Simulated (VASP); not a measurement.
# Be (P6_3/mmc) in VASP: a series of runs, part 2 of 2

VASP 6.6.1.

### 3 Single point, PBE (volume scaled by 1.03, then relaxed in part)

Input file INCAR:

```
PREC = Accurate
ENCUT = 520
EDIFF = 1E-6
ISMEAR = 0
SIGMA = 0.1
LREAL = False
LASPH = True
NELM = 100
ALGO = Normal
ISIF = 2
LWAVE = False
LCHARG = False
GGA = PE
NBANDS = 9
```

Input file KPOINTS:

```
Automatic mesh
0
Gamma
  30 30 16
```

Input file POSCAR:

```
Be
1.0
    2.2880714083      0.0000000000      0.0000000000
   -1.1440357042      1.9815279653      0.0000000000
    0.0000000000      0.0000000000      3.5936976952
Be
2
Direct
    0.3333333333      0.6666666667      0.2500000000
    0.6666666667      0.3333333333      0.7500000000
```

Potentials or basis: VASP PAW PBE potentials, release 64 (Be).

Started as:

```bash
$ cat potpaw_PBE.64/Be/POTCAR > POTCAR
$ mpirun -np 1 vasp_std > vasp.out
```

OUTCAR:

```text
PREC = Accurate
   ENCUT = 520
   EDIFF = 1E-6
   ISMEAR = 0
   LREAL = False
   LASPH = True
   NELM = 100
   ISIF = 2
   GGA = PE

 ion  position               nearest neighbor table
   1  0.333  0.667  0.250-   2 2.23   2 2.23   2 2.23   2 2.23   2 2.23   2 2.23
   2  0.667  0.333  0.750-   1 2.23   1 2.23   1 2.23   1 2.23   1 2.23   1 2.23

  LATTYP: Found a hexagonal cell.
 ALAT       =     2.2880714083
 C/A-ratio  =     1.5706230506

  Lattice vectors:

 A1 = (   2.2880714083,   0.0000000000,   0.0000000000)
 A2 = (  -1.1440357042,   1.9815279653,   0.0000000000)
 A3 = (   0.0000000000,   0.0000000000,   3.5936976952)

Analysis of symmetry for initial positions (statically):
=====================================================================
 Subroutine PRICEL returns:
 Original cell was already a primitive cell.

 Routine SETGRP: Setting up the symmetry group for a
 hexagonal supercell.

 Subroutine GETGRP returns: Found 24 space group operations
 (whereof 12 operations were pure point group operations)
 out of a pool of 24 trial point group operations.

The static configuration has the point symmetry D_3d.
 The point group associated with its full space group is D_6h.

Analysis of symmetry for dynamics (positions and initial velocities):
=====================================================================
 Subroutine PRICEL returns:
 Original cell was already a primitive cell.

 Routine SETGRP: Setting up the symmetry group for a
 hexagonal supercell.

 Subroutine GETGRP returns: Found 24 space group operations
 (whereof 12 operations were pure point group operations)
 out of a pool of 24 trial point group operations.

The dynamic configuration has the point symmetry D_3d.
 The point group associated with its full space group is D_6h.

 Subroutine INISYM returns: Found 24 space group operations
 (whereof 12 operations are pure point group operations),
 and found     1 'primitive' translations

----------------------------------------------------------------------------------------

                                     Primitive cell

  volume of cell :      16.2934

  direct lattice vectors                    reciprocal lattice vectors
     2.288071408  0.000000000  0.000000000     0.437049297  0.252330529  0.000000000
    -1.144035704  1.981527965  0.000000000     0.000000000  0.504661058  0.000000000
     0.000000000  0.000000000  3.593697695     0.000000000  0.000000000  0.278264920

  length of vectors
     2.288071408  2.288071408  3.593697695     0.504661058  0.504661058  0.278264920

  position of ions in fractional coordinates (direct lattice)
     0.333333333  0.666666667  0.250000000
     0.666666667  0.333333333  0.750000000

  ion indices of the primitive-cell ions
   primitive index   ion index
                 1           1
                 2           2

----------------------------------------------------------------------------------------

 KPOINTS: Automatic mesh

Automatic generation of k-mesh.
 Grid dimensions read from file:
 generate k-points for:   30   30   16

 Generating k-lattice:

  Cartesian coordinates                     Fractional coordinates (reciprocal lattice)
     0.014568310  0.008411018  0.000000000     0.033333333  0.000000000  0.000000000
     0.000000000  0.016822035  0.000000000     0.000000000  0.033333333  0.000000000
     0.000000000  0.000000000  0.017391557     0.000000000  0.000000000  0.062500000

  Length of vectors
     0.016822035  0.016822035  0.017391557

  Shift w.r.t. Gamma in fractional coordinates (k-lattice)
     0.000000000  0.000000000  0.000000000

 Subroutine IBZKPT returns following result:
 ===========================================

 Found    819 irreducible k-points:

 Following reciprocal coordinates:
            Coordinates               Weight
  0.000000  0.000000  0.000000      1.000000
  0.033333  0.000000  0.000000      6.000000
  0.066667  0.000000  0.000000      6.000000
  0.100000  0.000000  0.000000      6.000000
  0.133333  0.000000  0.000000      6.000000
  0.166667  0.000000  0.000000      6.000000
[... 16 lines left out ...]
  0.233333  0.033333  0.000000     12.000000
  0.266667  0.033333  0.000000     12.000000
 [... further k-points ...]
   k-points           NKPTS =    819   k-points in BZ     NKDIM =    819   number of bands    NBANDS=      9
   number of dos      NEDOS =    301   number of ions     NIONS =      2
   total plane-waves  NPLWV =   9072
   dimension x,y,z NGX =    18 NGY =   18 NGZ =   28
   dimension x,y,z NGXF=    36 NGYF=   36 NGZF=   56
   ions per type =               2
   NGX,Y,Z   is equivalent  to a cutoff of  13.08, 13.08, 12.95 a.u.
   NGXF,Y,Z  is equivalent  to a cutoff of  26.16, 26.16, 25.91 a.u.
 SYSTEM =  unknown system
   PREC   = accura    normal or accurate (medium, high low for compatibility)
   ISTART =      0    job   : 0-new  1-cont  2-samecut
   ICHARG =      2    charge: 1-file 2-atom 10-const
   ISPIN  =      1    spin polarized calculation?
   LNONCOLLINEAR =      F non collinear calculations
   LSORBIT =      F    spin-orbit coupling
   LASPH  =      T    aspherical Exc in radial PAW
   ENCUT  =  520.0 eV  38.22 Ry    6.18 a.u.   4.25  4.25  6.68*2*pi/ulx,y,z
   NELM   =    100;   NELMIN=  2; NELMDL= -5     # of ELM steps
   EDIFF  = 0.1E-05   stopping-criterion for ELM
   LREAL  =      F    real-space projection
   EDIFFG = 0.1E-04   stopping-criterion for IOM
   NSW    =      0    number of steps for IOM
   IBRION =     -1    ionic relax: 0-MD 1-quasi-New 2-CG
   NFREE  =      0    steps in history (QN), initial steepest desc. (CG)
   ISIF   =      2    stress and relaxation
   ISYM   =      2    0-nonsym 1-usesym 2-fastsym
   POTIM  = 0.5000    time-step for ionic-motion
   TEBEG  =    0.0;   TEEND  =   0.0 temperature during run
   PSTRESS=    0.0 pullay stress
   NELECT =       4.0000    total number of electrons
   NUPDOWN=      -1.0000    fix difference up-down
   EMIN   =  10.00;   EMAX   =-10.00  energy-range for DOS
   EFERMI =   0.00;   METHOD = LEGACY
   ISMEAR =     0;   SIGMA  =   0.10  broadening in eV -4-tet -1-fermi 0-gaus
   EFERMI_NEDOS =   21; number of points for ismear=-14 and -15
   IALGO  =     38    algorithm
   IMIX   =      4    mixing-type and parameters
     AMIX     =   0.40;   BMIX     =  1.00
     AMIX_MAG =   1.60;   BMIX_MAG =  1.00
  volume/ion in A,a.u.               =       8.15        54.98
  Fermi-wavevector in a.u.,A,eV,Ry     =   1.025080  1.937120 14.296850  1.050789
  Thomas-Fermi vector in A             =   2.158901
   LORBIT       =      0    0 simple, 1 ext, 2 COOP (PROOUT), +10 PAW based schemes
   GGA     = PE    functional components
   LHFCALC =     F    Hartree Fock is set to
   AEXX    =    0.0000 exact exchange contribution
   IVDW    =     0    specifies the selected vdW correction
   LEPSILON=     F    determine dielectric tensor
   LRPA    =     F    only Hartree local field effects (RPA)
 non-spin polarized calculation
 Gauss-broadening in eV      SIGMA  =   0.10
  energy-cutoff  :      520.00
  volume of cell :       16.29
 maximum number of plane-waves:       462
 NGX is ok and might be reduce to    18
   NGX =  9   NGY =  9   NGZ = 13

 number of electron       4.0000000 magnetization

 Free energy of the ion-electron system (eV)
  ---------------------------------------------------
  ext. energy  EPLUGINS =         0.00000000
  ---------------------------------------------------
  free energy    TOTEN  =        -7.53090472 eV

  energy without entropy =       -7.53051961  energy(sigma->0) =       -7.53071216

 E-fermi :   6.7790     XC(G=0): -10.5074

 val. band max:        6.7621344470   @ k =   0.2667   0.1667   0.0625
 cond. band min:       6.8313746208   @ k =   0.2333   0.2000   0.0625
 fundamental gap:      0.0692401738
 Fermi energy:         6.7790305148

 k-point     1 :       0.0000    0.0000    0.0000
  band No.  band energies     occupation
      1      -4.4047      2.00000
      2       2.4701      2.00000
      3       7.8376      0.00000
      4      22.3543      0.00000
      5      22.3543      0.00000
      6      25.1554      0.00000
      7      25.1554      0.00000
      8      27.2552      0.00000
      9      33.3629      0.00000
[... 265 lines left out ...]
 k-point    24 :       0.2667    0.0333    0.0000
  band No.  band energies     occupation
      1      -2.1000      2.00000
      2       5.4337      2.00000
      3       7.9216      0.00000
      4      13.6775      0.00000
      5      17.3151      0.00000
      6      20.9247      0.00000
      7      21.8690      0.00000
      8      24.4547      0.00000
      9      26.2284      0.00000

 [... further k-points ...]
[... 5 lines left out ...]
  --------------------------------------------------------------------------------------
  -------------------------------------------------------------------------------------
  Total       -0.3388611     -0.3388611     -0.3364008      0.0000000      0.0000000      0.0000000
  in kB      -33.3212252    -33.3212252    -33.0792948      0.0000000      0.0000000      0.0000000
  external PRESSURE =     -33.2405817 kB  Pullay stress =       0.0000000 kB

 VOLUME and BASIS-vectors are now :
 -----------------------------------------------------------------------------
  energy-cutoff  :      520.00
  volume of cell :       16.29
      direct lattice vectors                 reciprocal lattice vectors
     2.288071408  0.000000000  0.000000000     0.437049297  0.252330529  0.000000000
    -1.144035704  1.981527965  0.000000000     0.000000000  0.504661058  0.000000000
     0.000000000  0.000000000  3.593697695     0.000000000  0.000000000  0.278264920

 POSITION                                       TOTAL-FORCE (eV/Angst)
 -----------------------------------------------------------------------------------
     -0.00000      1.32102      0.89842         0.000000      0.000000      0.000000
      1.14404      0.66051      2.69527        -0.000000     -0.000000      0.000000
 -----------------------------------------------------------------------------------
    total drift:                                0.000000     -0.000000      0.000000

  FREE ENERGIE OF THE ION-ELECTRON SYSTEM (eV)
  ---------------------------------------------------
  free  energy   TOTEN  =        -7.5309047159 eV

  energy  without entropy=       -7.5305196052  energy(sigma->0) =       -7.53071216
```

OSZICAR:

```text
N       E                     dE             d eps       ncg     rms          rms(c)
DAV:   1    -0.287957038408E+01   -0.28796E+01   -0.17663E+03 14918   0.364E+02
DAV:   2    -0.753209707844E+01   -0.46525E+01   -0.44693E+01 22327   0.527E+01
DAV:   3    -0.759024038325E+01   -0.58143E-01   -0.57789E-01 16715   0.387E+00
DAV:   4    -0.759033902904E+01   -0.98646E-04   -0.98642E-04 18158   0.161E-01
DAV:   5    -0.759033908178E+01   -0.52740E-07   -0.52342E-07 16406   0.382E-03    0.118E+00
DAV:   6    -0.754818235086E+01    0.42157E-01   -0.52048E-03 16137   0.706E-01    0.723E-01
DAV:   7    -0.753092666816E+01    0.17256E-01   -0.58136E-03 16429   0.739E-01    0.255E-02
DAV:   8    -0.753090552809E+01    0.21140E-04   -0.14670E-05 16102   0.318E-02    0.882E-03
DAV:   9    -0.753090471592E+01    0.81217E-06   -0.25946E-06 16931   0.138E-02
   1 F= -.75309047E+01 E0= -.75307122E+01  d E =-.385111E-03
```

stdout:

```text
POSCAR found type information on POSCAR Be
 POSCAR found :  1 types and       2 ions
 scaLAPACK will be used
 LDA part: xc-table for (Slater+PW92), standard interpolation
 POSCAR, INCAR and KPOINTS ok, starting setup
 FFT: planning ... GRIDC
 FFT: planning ... GRID_SOFT
 FFT: planning ... GRID
 WAVECAR not read
 entering main loop
```

It took 58 s on 1 thread of Intel Xeon Platinum 8259CL at 2.50GHz (Skylake/Cascade Lake), shared host; peak memory 0.2 GiB.

What came out:

* Free energy: -7.5309 eV
* Pressure: -3.3 GPa
* Band gap on the k mesh: zero (band 2 reaches 7.83 eV, above the bottom of band 3 at 5.70 eV)

### 4 Single point, PBE (volume scaled by 1.06, then relaxed in part)

Input file INCAR:

```
SYSTEM = Be
PREC = Accurate
ENCUT = 520
EDIFF = 1E-6
ISMEAR = 0
SIGMA = 0.1
LREAL = .FALSE.
LASPH = .TRUE.
NELM = 60
ALGO = Fast
ISIF = 2
LWAVE = .FALSE.
LCHARG = .FALSE.
GGA = PE
NBANDS = 9
```

Input file KPOINTS:

```
regular mesh
0
G
  30 30 16
  0 0 0
```

Input file POSCAR:

```
Be
1.0
    2.3111610680      0.0000000000      0.0000000000
   -1.1555805340      2.0015241971      0.0000000000
    0.0000000000      0.0000000000      3.6248405196
Be
2
Direct
    0.3333333333      0.6666666667      0.2500000000
    0.6666666667      0.3333333333      0.7500000000
```

Potentials or basis: VASP PAW PBE potentials, release 64 (Be).

Started as:

```bash
$ cat potpaw_PBE.64/Be/POTCAR > POTCAR
$ mpirun -np 1 vasp_std > vasp.out
```

OUTCAR:

```text
SYSTEM = Be
   PREC = Accurate
   ENCUT = 520
   EDIFF = 1E-6
   ISMEAR = 0
   LREAL = .FALSE.
   LASPH = .TRUE.
   NELM = 60
   ISIF = 2
   GGA = PE

 ion  position               nearest neighbor table
   1  0.333  0.667  0.250-   2 2.25   2 2.25   2 2.25   2 2.25   2 2.25   2 2.25
   2  0.667  0.333  0.750-   1 2.25   1 2.25   1 2.25   1 2.25   1 2.25   1 2.25

  LATTYP: Found a hexagonal cell.
 ALAT       =     2.3111610680
 C/A-ratio  =     1.5684067068

  Lattice vectors:

 A1 = (   2.3111610680,   0.0000000000,   0.0000000000)
 A2 = (  -1.1555805340,   2.0015241971,   0.0000000000)
[... 470 lines left out ...]
      6      20.4106      0.00000
      7      21.3060      0.00000
      8      23.8211      0.00000
      9      25.5454      0.00000

 [... further k-points ...]
[... 5 lines left out ...]
  --------------------------------------------------------------------------------------
  -------------------------------------------------------------------------------------
  Total       -0.6687674     -0.6687674     -0.6651746      0.0000000      0.0000000      0.0000000
  in kB      -63.9007140    -63.9007140    -63.5574268      0.0000000      0.0000000      0.0000000
  external PRESSURE =     -63.7862850 kB  Pullay stress =       0.0000000 kB

 VOLUME and BASIS-vectors are now :
 -----------------------------------------------------------------------------
  energy-cutoff  :      520.00
  volume of cell :       16.77
      direct lattice vectors                 reciprocal lattice vectors
     2.311161068  0.000000000  0.000000000     0.432682955  0.249809620  0.000000000
    -1.155580534  2.001524197  0.000000000     0.000000000  0.499619241  0.000000000
     0.000000000  0.000000000  3.624840520     0.000000000  0.000000000  0.275874206

 POSITION                                       TOTAL-FORCE (eV/Angst)
 -----------------------------------------------------------------------------------
     -0.00000      1.33435      0.90621         0.000000      0.000000      0.000000
      1.15558      0.66717      2.71863        -0.000000      0.000000      0.000000
 -----------------------------------------------------------------------------------
    total drift:                                0.000000     -0.000000      0.000000

  FREE ENERGIE OF THE ION-ELECTRON SYSTEM (eV)
  ---------------------------------------------------
  free  energy   TOTEN  =        -7.5164317945 eV

  energy  without entropy=       -7.5160554958  energy(sigma->0) =       -7.51624365
```

stdout:

```text
POSCAR found type information on POSCAR Be
 POSCAR found :  1 types and       2 ions
 scaLAPACK will be used
 LDA part: xc-table for (Slater+PW92), standard interpolation
 POSCAR, INCAR and KPOINTS ok, starting setup
 FFT: planning ... GRIDC
 FFT: planning ... GRID_SOFT
 FFT: planning ... GRID
 WAVECAR not read
 entering main loop
```

Run time: 76 s. Hardware: 1 thread of Intel Xeon Platinum 8259CL at 2.50GHz (Skylake/Cascade Lake), shared host; peak memory 0.21 GiB.

Results:

* Free energy: -7.5164 eV
* Pressure: -6.4 GPa
* Band gap on the k mesh: zero (band 2 reaches 7.59 eV, above the bottom of band 3 at 5.49 eV)

### 5 Single point, PBE (volume scaled by 1.09, then relaxed in part)

Input file INCAR:

```
ALGO = Fast
EDIFF = 1E-6
ENCUT = 520
GGA = PE
ISIF = 2
ISMEAR = 0
LASPH = True
LCHARG = True
LELF = True
LREAL = False
LVHAR = True
LWAVE = False
NBANDS = 9
NELM = 100
PREC = Accurate
SIGMA = 0.1
```

Input file KPOINTS:

```
k-points
0
Gamma
  30 30 16
```

Input file POSCAR:

```
Be
1.0
    2.3338711630      0.0000000000      0.0000000000
   -1.1669355815      2.0211917163      0.0000000000
    0.0000000000      0.0000000000      3.6552426027
Be
2
Direct
    0.3333333333      0.6666666667      0.2500000000
    0.6666666667      0.3333333333      0.7500000000
```

Started as:

```bash
$ cat potpaw_PBE.64/Be/POTCAR > POTCAR
$ mpirun -np 1 vasp_std > vasp.out
```

Run time: 78 s. Hardware: 1 thread of Intel Xeon Platinum 8259CL at 2.50GHz (Skylake/Cascade Lake), shared host; peak memory 0.21 GiB.

It converged, with:

| Item | Value |
| --- | --- |
| Free energy | -7.4935 eV |
| Pressure | -9.1 GPa |
| Band gap on the k mesh | zero (band 2 reaches 7.37 eV, above the bottom of band 3 at 5.28 eV) |

Levels at points of the mesh, in eV from the Fermi level:
```csv
k point,band 1,band 2,band 3,band 4,band 5,band 6
"(0.00, 0.00, 0.00)",-10.89,-4.11,0.91,14.82,14.82,17.53
"(0.50, 0.00, 0.00)",-4.73,-3.09,3.42,6.19,6.24,8.72
"(0.00, 0.00, 0.50)",-8.79,-8.79,10.15,10.15,16.37,16.37
"(0.50, 0.00, 0.50)",-3.40,-3.40,1.28,1.28,11.19,11.19
```

### 6 Overview

```csv
cell,gap on the mesh (eV),pressure (GPa)
"a = 2.265, b = 2.265, c = 3.562 Å, angles 90.0, 90.0, 120.0°, 2 atoms",none,0.1
"a = 2.288, b = 2.288, c = 3.594 Å, angles 90.0, 90.0, 120.0°, 2 atoms",none,-3.3
"a = 2.311, b = 2.311, c = 3.625 Å, angles 90.0, 90.0, 120.0°, 2 atoms",none,-6.4
"a = 2.334, b = 2.334, c = 3.655 Å, angles 90.0, 90.0, 120.0°, 2 atoms",none,-9.1
```

Alike in all rows: task single point; level PBE; potentials or basis VASP PAW PBE potentials, release 64 (Be); no spin polarisation; k mesh 30 × 30 × 16; cutoff (eV) 520; smearing gaussian 0.1 eV.

Absolute energies hang on the potentials; compare differences alone.
